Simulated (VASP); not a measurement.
MgAgH3:

```
Mg Ag H
1.0
     1.59209   -5.19230    0.00000
     1.59209    5.19230    0.00000
     0.00000    0.00000    7.48945
Mg Ag H
2 2 6
Cartesian
  1.5921 2.6135 5.6171
  1.5921 -2.6135 1.8724
  0.0000 0.0000 0.0000
  0.0000 0.0000 3.7447
  1.5921 -4.3014 5.6171
  1.5921 4.3014 1.8724
  1.5921 1.3662 0.4351
  1.5921 -1.3662 7.0543
  1.5921 1.3662 3.3096
  1.5921 -1.3662 4.1798
```

* Program: VASP 6.6.1
* Task: relaxation of cell and atoms
* Functional: PBEsol
* Potentials or basis: VASP PAW PBE potentials, release 64 (Mg, Ag, H)
* Cutoff: 600 eV
* k mesh: 8 × 8 × 4
* Occupations: fermi-dirac, width 0.03 eV
* Spin: no spin polarisation

At the start: pressure -11.5 GPa; volume 12.38 Å³/atom.

**Question.** Where does the relaxation end?

**Answer.** Over 18 steps the energy falls by 156.3 meV/atom and the volume is 9.55 Å³/atom (-22.9 %); space group Cmcm (No. 63, to 0.1 Å) before and after.

The path:
```tsv
step	energy change (eV)	largest force (eV/Å)	pressure (GPa)	volume (Å³)
1	0.0000	0.3189	-11.54	123.82
2	-0.9761	0.4234	-6.93	108.51
3	-1.2944	0.5532	-0.74	98.04
4	-1.3033	0.5904	1.12	95.80
5	-1.3036	0.5816	0.63	96.31
6	-1.4051	0.4584	0.49	95.92
7	-1.5179	0.0887	0.47	94.69
8	-1.5198	0.1275	0.45	94.83
9	-1.5424	0.0830	-0.04	95.41
10	-1.5542	0.0945	-0.61	96.21
11	-1.5580	0.0733	0.27	95.19
12	-1.5580	0.0740	0.22	95.23
13	-1.5600	0.0489	0.10	95.34
14	-1.5609	0.0532	-0.06	95.48
15	-1.5619	0.0396	0.00	95.40
16	-1.5626	0.0108	0.11	95.22
17	-1.5626	0.0160	0.07	95.25
18	-1.5627	0.0016	-0.08	95.47
```

Final structure:
```
CELL_PARAMETERS angstrom
1.45548 -4.58207 0.00000
1.45548 4.58207 0.00000
0.00000 0.00000 7.15749
ATOMIC_POSITIONS crystal
Mg 0.25459 0.74541 0.75000
Mg 0.74541 0.25459 0.25000
Ag 0.00000 0.00000 0.00000
Ag 0.00000 0.00000 0.50000
H 0.90888 0.09112 0.75000
H 0.09112 0.90888 0.25000
H 0.35085 0.64915 0.07853
H 0.64915 0.35085 0.92147
H 0.35085 0.64915 0.42147
H 0.64915 0.35085 0.57853
```

Caveat: the volume moved by over 15 % at a fixed basis, so the end points are rough; the PAW data sets were made with another functional, which shifts forces and pressure a little.
